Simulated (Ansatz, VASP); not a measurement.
# One calculation of MgO, two programs

INCAR

```
PREC = Accurate
ENCUT = 520
EDIFF = 1E-6
ISMEAR = 0
SIGMA = 0.01
LREAL = False
LASPH = True
NELM = 100
ALGO = Normal
ISIF = 2
LWAVE = False
LCHARG = True
GGA = PS
LELF = True
LVHAR = True
NBANDS = 26
```

File KPOINTS:

```
Automatic mesh
0
Gamma
  12 12 2
```

POSCAR

```
MgO
1.0
    3.2505941900      0.0000000000      0.0000000000
   -1.6252970900      2.8150971500      0.0000000000
    0.0000000000      0.0000000000     10.3863377300
Mg O
4 4
Direct
    0.3333333300      0.6666666700      0.9696623800
    0.0000000000      0.0000000000      0.2210023100
    0.0000000000      0.0000000000      0.7210023100
    0.6666666700      0.3333333300      0.4696623800
    0.3333333300      0.6666666700      0.7798401500
    0.0000000000      0.0000000000      0.5294933400
    0.0000000000      0.0000000000      0.0294933400
    0.6666666700      0.3333333300      0.2798401500
```

Input for Ansatz:

```yaml
crystal:
  lattice:
    - [3.25059419, 0.0, 0.0]
    - [-1.62529709, 2.81509715, 0.0]
    - [0.0, 0.0, 10.38633773]
  atoms:
    - { symbol: Mg, position: [0.3333333299999999, 0.66666667, 0.96966238] }
    - { symbol: Mg, position: [0.0, 0.0, 0.22100231] }
    - { symbol: Mg, position: [0.0, 0.0, 0.72100231] }
    - { symbol: Mg, position: [0.66666667, 0.33333333, 0.46966238] }
    - { symbol: O, position: [0.3333333299999999, 0.66666667, 0.77984015] }
    - { symbol: O, position: [0.0, 0.0, 0.52949334] }
    - { symbol: O, position: [0.0, 0.0, 0.02949334] }
    - { symbol: O, position: [0.66666667, 0.33333333, 0.27984015] }
basis:
  ecutwfc: 421.77648681281397
kpoints:
  mp_grid:
    grid: [12, 12, 2]
  band_path:
    path:
      - [0.0, 0.0, 0.0]
      - [-0.005173481333242956, 0.002586740658663731, 0.0]
      - [0.005173481333242956, -0.002586740658663731, 0.0]
      - [0.0, -0.004480366267064068, 0.0]
      - [0.0, 0.004480366267064068, 0.0]
      - [0.0, 0.0, -0.016530369903513552]
      - [0.0, 0.0, 0.016530369903513552]
      - [0.005173481333242956, 0.0018936256084003365, 0.0]
      - [0.005173481333242956, -0.007067106925727798, 0.0]
      - [-0.005173481333242956, 0.007067106925727798, 0.0]
      - [-0.005173481333242956, -0.0018936256084003365, 0.0]
      - [0.005173481333242956, -0.002586740658663731, 0.016530369903513552]
      - [0.005173481333242956, -0.002586740658663731, -0.016530369903513552]
      - [-0.005173481333242956, 0.002586740658663731, 0.016530369903513552]
      - [-0.005173481333242956, 0.002586740658663731, -0.016530369903513552]
      - [0.0, 0.004480366267064068, 0.016530369903513552]
      - [0.0, 0.004480366267064068, -0.016530369903513552]
      - [0.0, -0.004480366267064068, 0.016530369903513552]
      - [0.0, -0.004480366267064068, -0.016530369903513552]
    npoints: 1
hamiltonian:
  xc: pbesol
scf:
  occupations:
    method: fixed
```

Alike in both runs: task single point; functional PBEsol; k mesh 12 × 12 × 2; no spin polarisation.

|  | VASP | Ansatz |
| --- | --- | --- |
| version | VASP 6.6.1 | Ansatz 0.2.0 |
| potentials or method | VASP PAW PBE potentials, release 64 (Mg, O), cutoff 520 eV | plane waves, PAW |
| occupations | gaussian, width 0.01 eV | fixed |
| valence electrons in the cell | 32 | 64 |

|  | VASP | Ansatz | Ansatz less VASP |
| --- | --- | --- | --- |
| gap on the k mesh at the Fermi level (eV) | 3.49 | 3.49 | -0.001 |

VASP's potentials were made for PBE, not for PBEsol. VASP's potentials hold 32 valence electrons a cell and Ansatz's 64, so a difference there can come from the potentials and not from the codes.
